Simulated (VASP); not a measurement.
# TeAs2 (I4_1/amd) in VASP: a series of runs

The runs below take TeAs2 through single point, with PBE.

Program: VASP 6.6.1. These are calculated values, not measurements. Logs are shortened: lines on timing, memory, paths and dates and some standing lists are left out, and cuts for length are marked.

## (1) The cell of the first run

It takes space group I4_1/amd (No. 141, tetragonal). The conventional cell has a = 7.113 Å, b = 7.113 Å, c = 5.881 Å, α = 90.00°, β = 90.00°, γ = 90.00°. Te (site symmetry -4m2) has 4 As at 2.83 Å within 3.7 Å. Within 3.7 Å of As (site symmetry 2/m) lie 2 Te at 2.83 Å and 6 As at 2.91 to 3.56 Å.

## (2) Single point, PBE

File INCAR:

```
PREC     = Accurate       # precision mode
ENCUT    = 520            # plane-wave cutoff, eV
EDIFF    = 1E-6           # SCF threshold, eV
ISMEAR   = 0              # smearing method
SIGMA    = 0.1            # smearing width, eV
LREAL    = F              # projectors in reciprocal space
LASPH    = T              # aspherical terms in the spheres
NELM     = 80             # most SCF steps
ALGO     = Normal         # electronic algorithm
ISIF     = 2              # what is computed and relaxed
LWAVE    = F              # write WAVECAR
LCHARG   = F              # write CHGCAR
GGA      = PE             # functional
NBANDS   = 25             # bands
```

File KPOINTS:

```
Automatic mesh
0
Gamma
  4 4 4
```

File POSCAR:

```
TeAs2
1.0
   -3.5564540000      3.5564540000      2.9405160000
    3.5564540000     -3.5564540000      2.9405160000
    3.5564540000      3.5564540000     -2.9405160000
Te As
2 4
Direct
    0.7500000000      0.2500000000      0.5000000000
    0.0000000000      0.0000000000      0.0000000000
    0.3750000000      0.6250000000      0.2500000000
    0.3750000000      0.1250000000      0.7500000000
    0.3750000000      0.6250000000      0.7500000000
    0.8750000000      0.6250000000      0.2500000000
```

Potentials or basis: VASP PAW PBE potentials, release 64 (Te, As).

Command:

```
$ cat potpaw_PBE.64/Te/POTCAR potpaw_PBE.64/As/POTCAR > POTCAR
$ mpirun -np 1 vasp_std > vasp.out
```

OUTCAR:

```text
PREC = Accurate
   ENCUT = 520
   EDIFF = 1E-6
   ISMEAR = 0
   LREAL = F
   LASPH = T
   NELM = 80
   ISIF = 2
   GGA = PE

 ion  position               nearest neighbor table
   1  0.750  0.250  0.500-   4 2.83   6 2.83   5 2.83   3 2.83
   2  0.000  0.000  0.000-   4 2.83   6 2.83   3 2.83   5 2.83
   3  0.375  0.625  0.250-   1 2.83   2 2.83   6 2.91   5 2.91   5 2.91   6 2.91
   4  0.375  0.125  0.750-   1 2.83   2 2.83   5 2.91   6 2.91   5 2.91   6 2.91
   5  0.375  0.625  0.750-   2 2.83   1 2.83   4 2.91   3 2.91   4 2.91   3 2.91
   6  0.875  0.625  0.250-   1 2.83   2 2.83   3 2.91   4 2.91   3 2.91   4 2.91

  LATTYP: Found a body centered tetragonal cell.
 ALAT       =     7.1129080000
 C/A-ratio  =     0.8268112001

  Lattice vectors:

 A1 = (  -3.5564540000,   3.5564540000,   2.9405160000)
 A2 = (   3.5564540000,  -3.5564540000,   2.9405160000)
 A3 = (   3.5564540000,   3.5564540000,  -2.9405160000)

Analysis of symmetry for initial positions (statically):
=====================================================================
 Subroutine PRICEL returns:
 Original cell was already a primitive cell.

 Routine SETGRP: Setting up the symmetry group for a
 body centered tetragonal supercell.

 Subroutine GETGRP returns: Found 16 space group operations
 (whereof  8 operations were pure point group operations)
 out of a pool of 16 trial point group operations.

The static configuration has the point symmetry D_2d.
 The point group associated with its full space group is D_4h.

Analysis of symmetry for dynamics (positions and initial velocities):
=====================================================================
 Subroutine PRICEL returns:
 Original cell was already a primitive cell.

 Routine SETGRP: Setting up the symmetry group for a
 body centered tetragonal supercell.

 Subroutine GETGRP returns: Found 16 space group operations
 (whereof  8 operations were pure point group operations)
 out of a pool of 16 trial point group operations.

The dynamic configuration has the point symmetry D_2d.
 The point group associated with its full space group is D_4h.

 Subroutine INISYM returns: Found 16 space group operations
 (whereof  8 operations are pure point group operations),
 and found     1 'primitive' translations

[... 84 lines left out ...]
   ISPIN  =      1    spin polarized calculation?
   LNONCOLLINEAR =      F non collinear calculations
   LSORBIT =      F    spin-orbit coupling
   LASPH  =      T    aspherical Exc in radial PAW
   ENCUT  =  520.0 eV  38.22 Ry    6.18 a.u.  10.83 10.83 10.83*2*pi/ulx,y,z
   NELM   =     80;   NELMIN=  2; NELMDL= -5     # of ELM steps
   EDIFF  = 0.1E-05   stopping-criterion for ELM
   LREAL  =      F    real-space projection
[... 7 lines left out ...]
   TEBEG  =    0.0;   TEEND  =   0.0 temperature during run
   PSTRESS=    0.0 pullay stress
   NELECT =      32.0000    total number of electrons
   NUPDOWN=      -1.0000    fix difference up-down
   EMIN   =  10.00;   EMAX   =-10.00  energy-range for DOS
   EFERMI =   0.00;   METHOD = LEGACY
   ISMEAR =     0;   SIGMA  =   0.10  broadening in eV -4-tet -1-fermi 0-gaus
   EFERMI_NEDOS =   21; number of points for ismear=-14 and -15
   IALGO  =     38    algorithm
   IMIX   =      4    mixing-type and parameters
     AMIX     =   0.40;   BMIX     =  1.00
     AMIX_MAG =   1.60;   BMIX_MAG =  1.00
  volume/ion in A,a.u.               =      24.80       167.33
  Fermi-wavevector in a.u.,A,eV,Ry     =   0.980887  1.853607 13.090692  0.962139
  Thomas-Fermi vector in A             =   2.111851
   LORBIT       =      0    0 simple, 1 ext, 2 COOP (PROOUT), +10 PAW based schemes
   GGA     = PE    functional components
   LHFCALC =     F    Hartree Fock is set to
   AEXX    =    0.0000 exact exchange contribution
   IVDW    =     0    specifies the selected vdW correction
   LEPSILON=     F    determine dielectric tensor
   LRPA    =     F    only Hartree local field effects (RPA)
 non-spin polarized calculation
 Gauss-broadening in eV      SIGMA  =   0.10
  energy-cutoff  :      520.00
  volume of cell :      148.77
 maximum number of plane-waves:      4035
 NGX is ok and might be reduce to    48
   NGX = 21   NGY = 21   NGZ = 21

 number of electron      31.9999998 magnetization

 Free energy of the ion-electron system (eV)
  ---------------------------------------------------
  ext. energy  EPLUGINS =         0.00000000
  ---------------------------------------------------
  free energy    TOTEN  =       -23.63521109 eV

  energy without entropy =      -23.60830768  energy(sigma->0) =      -23.62175939

 E-fermi :   5.6112     XC(G=0):  -9.8536

 val. band max:        5.5557638312   @ k =   0.5000   0.5000   0.2500
 cond. band min:       5.6470932756   @ k =  -0.2500   0.5000   0.2500
 fundamental gap:      0.0913294444
 Fermi energy:         5.6111615894

 k-point     1 :       0.0000    0.0000    0.0000
  band No.  band energies     occupation
      1      -8.3336      2.00000
      2      -5.2976      2.00000
      3      -4.4806      2.00000
      4      -4.4806      2.00000
      5      -3.7645      2.00000
      6      -3.1888      2.00000
[... 353 lines left out ...]
     24       9.1359      0.00000
     25      11.9275      0.00000

------------------------ aborting loop because EDIFF is reached ----------------------------------------

  FORCE on cell =-STRESS in cart. coord.  units (eV):
  Direction    XX          YY          ZZ          XY          YZ          ZX
  --------------------------------------------------------------------------------------
  -------------------------------------------------------------------------------------
  Total       -1.0126096     -1.0126096     -1.8650016      0.0000000     -0.0000000      0.0000000
  in kB      -10.9052263    -10.9052263    -20.0850012      0.0000000     -0.0000000      0.0000000
  external PRESSURE =     -13.9651513 kB  Pullay stress =       0.0000000 kB

 VOLUME and BASIS-vectors are now :
 -----------------------------------------------------------------------------
  energy-cutoff  :      520.00
  volume of cell :      148.77
      direct lattice vectors                 reciprocal lattice vectors
    -3.556454000  3.556454000  2.940516000     0.000000000  0.140589475  0.170038184
     3.556454000 -3.556454000  2.940516000     0.140589475  0.000000000  0.170038184
     3.556454000  3.556454000 -2.940516000     0.140589475  0.140589475  0.000000000

 POSITION                                       TOTAL-FORCE (eV/Angst)
 -----------------------------------------------------------------------------------
      0.00000      3.55645      1.47026         0.000000     -0.000000     -0.000000
      0.00000      0.00000      0.00000        -0.000000      0.000000      0.000000
      1.77823     -0.00000      2.20539        -0.000000      0.000000      0.000000
      1.77823      3.55645     -0.73513        -0.000000      0.000000      0.000000
      3.55645      1.77823      0.73513        -0.000000      0.000000      0.000000
     -0.00000      1.77823      3.67564        -0.000000      0.000000      0.000000
 -----------------------------------------------------------------------------------
    total drift:                                0.000000     -0.000000      0.000000

  FREE ENERGIE OF THE ION-ELECTRON SYSTEM (eV)
  ---------------------------------------------------
  free  energy   TOTEN  =       -23.6352110914 eV

  energy  without entropy=      -23.6083076822  energy(sigma->0) =      -23.62175939
```

stdout:

```text
POSCAR found type information on POSCAR TeAs
 POSCAR found :  2 types and       6 ions
 scaLAPACK will be used
 LDA part: xc-table for (Slater+PW92), standard interpolation
 POSCAR, INCAR and KPOINTS ok, starting setup
 FFT: planning ... GRIDC
 FFT: planning ... GRID_SOFT
 FFT: planning ... GRID
 WAVECAR not read
 entering main loop
```

Wall time 34 s (1 thread of Intel Xeon 6975P-C (Granite Rapids), shared host); peak memory 0.32 GiB.

What came out:

| Quantity | Value |
| --- | --- |
| Free energy | -23.6352 eV |
| Pressure | -1.4 GPa |
| Band gap on the k mesh | zero (bands 16 and 17 overlap by 0.49 eV) |

Stress tensor (GPa, compression positive):
```
-1.09  0.00  0.00
 0.00 -1.09  0.00
 0.00  0.00 -2.01
```

Levels at points of the mesh, in eV from the Fermi level:
```
           k point  band 14  band 15  band 16  band 17  band 18  band 19
(0.00, 0.00, 0.00)    -2.03    -2.03    -0.66     1.75     3.08     3.08
(0.50, 0.00, 0.00)    -0.79    -0.24    -0.22    -0.06     0.20     1.44
(0.50, 0.50, 0.00)    -1.01    -0.94    -0.94    -0.16    -0.16     2.05
(0.50, 0.50, 0.50)    -0.63     0.19     0.19     0.26     0.26     0.80
```

Caveat: spin-orbit coupling is left out, which moves the levels of the heavy elements.

## (3) Single point, PBE

File INCAR:

```
SYSTEM = TeAs2
PREC     = Accurate       ! precision mode
ENCUT    = 520            ! plane-wave cutoff, eV
EDIFF    = 1E-6           ! SCF threshold, eV
ISMEAR   = 0              ! smearing method
SIGMA    = 0.1            ! smearing width, eV
LREAL    = .FALSE.        ! projectors in reciprocal space
LASPH    = .TRUE.         ! aspherical terms in the spheres
NELM     = 100            ! most SCF steps
ALGO     = Normal         ! electronic algorithm
ISIF     = 2              ! what is computed and relaxed
LWAVE    = .FALSE.        ! write WAVECAR
LCHARG   = .FALSE.        ! write CHGCAR
GGA      = PE             ! functional
NBANDS   = 25             ! bands
```

File KPOINTS:

```
Automatic mesh
0
Gamma
  4 4 4
  0.5 0.5 0.5
```

POSCAR is that of step 2.

Potentials or basis: VASP PAW PBE potentials, release 64 (Te, As).

Command:

```
$ cat potpaw_PBE.64/Te/POTCAR potpaw_PBE.64/As/POTCAR > POTCAR
$ mpirun -np 1 vasp_std > vasp.out
```

Wall time 25 s (1 thread of Intel Xeon 6975P-C (Granite Rapids), shared host); peak memory 0.3 GiB.

The run converged. Its results:

| Property | Result |
| --- | --- |
| Free energy | -23.8361 eV |
| Pressure | -0.4 GPa |
| Band gap on the k mesh | 0.29 eV (least direct gap 0.43 eV) |

Stress tensor (GPa, compression positive):
```
 0.12  0.00  0.00
 0.00  0.12  0.00
 0.00  0.00 -1.39
```

Levels at points of the mesh, in eV from the valence-band top:
```tsv
k point	band 14	band 15	band 16	band 17	band 18	band 19
(0.12, 0.12, 0.12)	-1.63	-1.05	-0.95	0.29	1.97	2.00
```

Caveat: spin-orbit coupling is left out, which moves the levels of the heavy elements; a shifted mesh leaves out Γ, where band edges can lie. A k mesh can miss the band edges.

The gap in the log of VASP goes by the Fermi energy; the results here count the filled bands.